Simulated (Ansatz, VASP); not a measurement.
# One calculation of Al2GaAs3, two programs

```
CELL_PARAMETERS angstrom
-1.92681 1.92681 8.17478
1.92681 -1.92681 8.17478
1.92681 1.92681 -8.17478
ATOMIC_POSITIONS crystal
Al 0.83333 0.83333 0.00000
Al 0.16667 0.16667 0.00000
Ga 0.50000 0.50000 0.00000
As 0.58333 0.08333 0.50000
As 0.25000 0.75000 0.50000
As 0.91667 0.41667 0.50000
```

Alike in both runs: task relaxation of cell and atoms; functional PBE; k mesh 6 × 6 × 6; occupations gaussian, width 0.1 eV; no spin polarisation.

|  | VASP | Ansatz |
| --- | --- | --- |
| version | VASP 6.6.1 | Ansatz 0.2.0 |
| potentials or method | VASP PAW PBE potentials, release 64 (Al, Ga_d, As), cutoff 500 eV | scalar-relativistic, plane waves, PAW |
| valence electrons in the cell | 34 | 64 |

```csv
,VASP,Ansatz,Ansatz less VASP
"gap on the k mesh at the Fermi level, each at its own relaxed structure (eV)",1.11,1.12,+0.008
relaxed volume (Å³/atom),23.59,23.55,-0.044
relaxed cell length with the largest relative difference (Å),9.061,9.046,-0.0147
```

VASP's potentials hold 34 valence electrons a cell and Ansatz's 64, so a difference there can come from the potentials and not from the codes.

Noted on VASP's run: the volume moved by over 15 % at a fixed basis, so the end points are rough.
